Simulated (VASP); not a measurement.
# Si2W (P6_222) in VASP: a series of runs, part 2 of 2

VASP 6.6.1. The steps go on from the part before.

**4. Single point, LDA**

This run uses another cell than the first one, of the same volume but with other edges.

INCAR reads:

```
SYSTEM = Si2W
PREC = Accurate ; ENCUT = 520
EDIFF = 1E-7 ; ISMEAR = 0
SIGMA = 0.03 ; LREAL = .FALSE.
LASPH = .TRUE. ; NELM = 60
ALGO = Normal ; ISIF = 2
LWAVE = .FALSE. ; LCHARG = .FALSE.
GGA = CA ; NBANDS = 43
```

KPOINTS reads:

```
regular mesh
0
G
  9 9 6
  0 0 0
```

POSCAR reads:

```
Si2W
1.0
    4.5515367784      0.0000000000      0.0000000000
   -2.2757683892      3.9417464763      0.0000000000
    0.0000000000      0.0000000000      6.5670079528
Si W
6 3
Direct
    0.8044091907      0.6088183814      0.5000000000
    0.1955908093      0.8044091907      0.8333333333
    0.6088183814      0.8044091907      0.1666666667
    0.1955908093      0.3911816186      0.5000000000
    0.8044091907      0.1955908093      0.8333333333
    0.3911816186      0.1955908093      0.1666666667
    0.0000000000      0.5000000000      0.1666666667
    0.5000000000      0.5000000000      0.8333333333
    0.5000000000      0.0000000000      0.5000000000
```

Potentials or basis: VASP PAW LDA potentials, release 64 (Si, W_sv).

Started as:

```sh
cat potpaw_LDA.64/Si/POTCAR potpaw_LDA.64/W_sv/POTCAR > POTCAR
mpirun -np 1 vasp_std > vasp.out
```

OUTCAR:

```text
SYSTEM = Si2W
   PREC = Accurate
   ENCUT = 520
   EDIFF = 1E-7
   ISMEAR = 0
   LREAL = .FALSE.
   LASPH = .TRUE.
   NELM = 60
   ISIF = 2
   GGA = CA

 ion  position               nearest neighbor table
   1  0.804  0.609  0.500-   9 2.40   4 2.43   4 2.43   7 2.50   8 2.50   3 2.68   2 2.68   9 2.75
                             9 2.75   6 2.89   5 2.89   4 3.08
   2  0.196  0.804  0.833-   8 2.40   5 2.43   5 2.43   9 2.50   7 2.50   1 2.68   6 2.68   8 2.75
                             8 2.75   4 2.89   3 2.89   5 3.08
   3  0.609  0.804  0.167-   7 2.40   6 2.43   6 2.43   9 2.50   8 2.50   1 2.68   5 2.68   7 2.75
                             7 2.75   4 2.89   2 2.89   6 3.08
   4  0.196  0.391  0.500-   9 2.40   1 2.43   1 2.43   7 2.50   8 2.50   5 2.68   6 2.68   9 2.75
                             9 2.75   2 2.89   3 2.89   1 3.08
   5  0.804  0.196  0.833-   8 2.40   2 2.43   2 2.43   9 2.50   7 2.50   4 2.68   3 2.68   8 2.75
                             8 2.75   1 2.89   6 2.89   2 3.08
   6  0.391  0.196  0.167-   7 2.40   3 2.43   3 2.43   9 2.50   8 2.50   4 2.68   2 2.68   7 2.75
                             7 2.75   1 2.89   5 2.89   3 3.08
   7  0.000  0.500  0.167-   3 2.40   6 2.40   4 2.50   1 2.50   5 2.50   2 2.50   3 2.75   6 2.75
                             3 2.75   6 2.75   9 3.16   9 3.16   8 3.16   8 3.16
[... 1317 lines left out ...]
 [... further k-points ...]

------------------------ aborting loop because EDIFF is reached ----------------------------------------

  FORCE on cell =-STRESS in cart. coord.  units (eV):
  Direction    XX          YY          ZZ          XY          YZ          ZX
  --------------------------------------------------------------------------------------
  -------------------------------------------------------------------------------------
  Total        9.4602816      9.4602816      5.8421401      0.0000000      0.0000000     -0.0000000
  in kB      128.6472067    128.6472067     79.4453096      0.0000000      0.0000000     -0.0000000
  external PRESSURE =     112.2465743 kB  Pullay stress =       0.0000000 kB

 VOLUME and BASIS-vectors are now :
 -----------------------------------------------------------------------------
  energy-cutoff  :      520.00
  volume of cell :      117.82
      direct lattice vectors                 reciprocal lattice vectors
     4.551536778  0.000000000  0.000000000     0.219706013  0.126847326  0.000000000
    -2.275768389  3.941746476  0.000000000     0.000000000  0.253694652  0.000000000
     0.000000000  0.000000000  6.567007953     0.000000000  0.000000000  0.152276350

 POSITION                                       TOTAL-FORCE (eV/Angst)
 -----------------------------------------------------------------------------------
      2.27577      2.39981      3.28350         0.000000      3.784491     -0.000000
     -0.94041      3.17078      5.47251        -3.277465      1.892246     -0.000000
      0.94041      3.17078      1.09450         3.277465      1.892246      0.000000
      0.00000      1.54194      3.28350         0.000000     -3.784491     -0.000000
      3.21618      0.77097      5.47251         3.277465     -1.892246     -0.000000
      1.33536      0.77097      1.09450        -3.277465     -1.892246     -0.000000
     -1.13788      1.97087      1.09450         0.000000      0.000000      0.000000
      1.13788      1.97087      5.47251         0.000000      0.000000     -0.000000
      2.27577      0.00000      3.28350         0.000000      0.000000     -0.000000
 -----------------------------------------------------------------------------------
    total drift:                               -0.000000     -0.000000     -0.000000

  FREE ENERGIE OF THE ION-ELECTRON SYSTEM (eV)
  ---------------------------------------------------
  free  energy   TOTEN  =       -78.5142030157 eV

  energy  without entropy=      -78.5142030157  energy(sigma->0) =      -78.51420302
```

Wall time 2.6 min (1 thread of AMD EPYC 9R45 (Zen 5), shared host); peak memory 0.28 GiB.

What came out:

```yaml
Free_energy: -78.5142 eV
Pressure: 11.2 GPa
Largest_force: 3.784 eV/Å
Band_gap_on_the_k_mesh: 0.53 eV (least direct gap 0.87 eV)
```

Forces in eV/Å, atoms in the order of the input:
```
Si   0.000  3.784  0.000
Si  -3.277  1.892  0.000
Si   3.277  1.892  0.000
Si   0.000 -3.784  0.000
Si   3.277 -1.892  0.000
Si  -3.277 -1.892  0.000
W    0.000  0.000  0.000
W    0.000  0.000  0.000
W    0.000  0.000  0.000
```

Stress tensor (GPa, compression positive):
```
12.86  0.00  0.00
 0.00 12.86  0.00
 0.00  0.00  7.94
```

Levels at points of the mesh, in eV from the valence-band top:
| k point | band 31 | band 32 | band 33 | band 34 | band 35 | band 36 |
| --- | --- | --- | --- | --- | --- | --- |
| (0.00, 0.00, 0.00) | -2.08 | -1.75 | -1.21 | 2.56 | 2.79 | 2.79 |
| (0.00, 0.00, 0.50) | -0.76 | -0.76 | -0.69 | 1.26 | 2.11 | 2.23 |

Caveat: the cell stands under pressure; spin-orbit coupling is left out, which moves the levels of the heavy elements; an odd mesh through Γ misses points on the zone boundary, where band edges can lie; forces of over 1 eV/Å act on the atoms, so gaps and moduli don't describe the material at rest.

**5. The runs side by side**

| cell | gap on the mesh (eV) | pressure (GPa) | largest force (eV/Å) |
| --- | --- | --- | --- |
| a = 4.473, b = 4.473, c = 6.799 Å, angles 90.0, 90.0, 120.0°, 9 atoms, atomic positions A | 0.31 | 1.0 | 0.06 |
| a = 4.552, b = 4.552, c = 6.567 Å, angles 90.0, 90.0, 120.0°, 9 atoms, atomic positions A | 0.12 | 0.7 | 0.01 |
| a = 4.552, b = 4.552, c = 6.567 Å, angles 90.0, 90.0, 120.0°, 9 atoms, atomic positions B | 0.53 | 11.2 | 3.78 |

Alike in all rows: task single point; level LDA; potentials or basis VASP PAW LDA potentials, release 64 (Si, W_sv); no spin polarisation; k mesh 9 × 9 × 6; cutoff (eV) 520; smearing gaussian 0.03 eV.

Caveats: spin-orbit coupling is left out, which moves the levels of the heavy elements; an odd mesh through Γ misses points on the zone boundary, where band edges can lie; the cell stands under pressure (at least some runs); forces of over 1 eV/Å act on the atoms, so gaps and moduli don't describe the material at rest (at least some runs).

Total energies depend on the potentials used, so only differences within one code and one set of settings carry meaning.
